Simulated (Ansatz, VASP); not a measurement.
TaSi2: VASP beside Ansatz

```
CELL_PARAMETERS angstrom
0.00425 2.39506 4.33773
4.26165 -0.01144 4.33630
4.26592 2.39082 0.00234
ATOMIC_POSITIONS crystal
Ta 0.58329 0.41668 0.58334
Ta 0.83338 0.66666 0.83333
Si 0.93271 0.06732 0.23387
Si 0.48393 0.01604 0.18280
Si 0.18280 0.31719 0.48394
Si 0.23389 0.76611 0.93273
```

Change from the starting cell: cubic Laves (C15) type (Fd-3m, No. 227); cell x1, atoms moved at random (sigma 0.1 Å) and cell strained at random (1.5 %), then relaxed without symmetry.

Alike in both runs: functional PBE; k mesh 6 × 6 × 6; occupations gaussian, width 0.1 eV; no spin polarisation.

Ansatz relaxed the structure, and its values are those at the end. VASP's run is a single point on that final structure, the one shown.

|  | VASP | Ansatz |
| --- | --- | --- |
| version | VASP 6.6.1 | Ansatz 0.2.0 |
| potentials or method | VASP PAW PBE potentials, release 64 (Ta_pv, Si), cutoff 520 eV | scalar-relativistic, plane waves, PAW |
| valence electrons in the cell | 38 | 42 |

```csv
,VASP,Ansatz,Ansatz less VASP
gap on the k mesh at the Fermi level (eV),none,none,-
pressure (GPa),0.1,0.0,-0.08
rms of the force components (eV/Å),0.002,0.003,+0.0015
```

A gap of «none» marks a metal or a gap that the smearing closes. VASP's potentials hold 38 valence electrons a cell and Ansatz's 42, so a difference there can come from the potentials and not from the codes.

Neither program's run includes spin-orbit coupling.
